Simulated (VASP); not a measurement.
Input of a VASP 6.6.1 run:

POSCAR

```
Rh
1.0
    0.0000000000      1.8730267500      1.9015500000
    1.9015500000      0.0000000000      1.9015500000
    1.9015500000      1.8730267500      0.0000000000
Rh
1
Direct
    0.0000000000      0.0000000000      0.0000000000
```

INCAR.step1

```
SYSTEM = Rh
ALGO = Normal
EDIFF = 1E-4
ENCUT = 520
GGA = PE
ISMEAR = 0
LASPH = .TRUE.
LCHARG = .FALSE.
LREAL = .FALSE.
LWAVE = .TRUE.
NBANDS = 14
NELM = 80
PREC = Accurate
SIGMA = 0.15
```

File INCAR.step2:

```
SYSTEM = Rh
ALGO = Normal
EDIFF = 1E-6
ENCUT = 520
ISIF = 2
ISMEAR = 0
ISTART = 1
LASPH = .TRUE.
LCHARG = .FALSE.
LMIXTAU = .TRUE.
LREAL = .FALSE.
LWAVE = .FALSE.
METAGGA = R2SCAN
NBANDS = 14
NELM = 80
PREC = Accurate
SIGMA = 0.15
```

The input KPOINTS:

```
k-points
0
G
  22 22 22
  0 0 0
```

Potentials or basis: VASP PAW PBE potentials, release 64 (Rh_pv).

Run with:

```bash
$ cat potpaw_PBE.64/Rh_pv/POTCAR > POTCAR
$ cp INCAR.step1 INCAR
$ mpirun -np 1 vasp_std > vasp.out
$ cp INCAR.step2 INCAR
$ mpirun -np 1 vasp_std > vasp.out
```

Task: Predict the pressure.

Result: 5.1 GPa.

Stress tensor (GPa, compression positive):
```
3.79 0.00 0.00
0.00 7.61 0.00
0.00 0.00 3.79
```

Caveat: the cell differs from its parent crystal (strain -0.0150 x Voigt [0, 1, 0, 0, 0, 0]); the PAW data sets were made with another functional, which shifts forces and pressure a little.
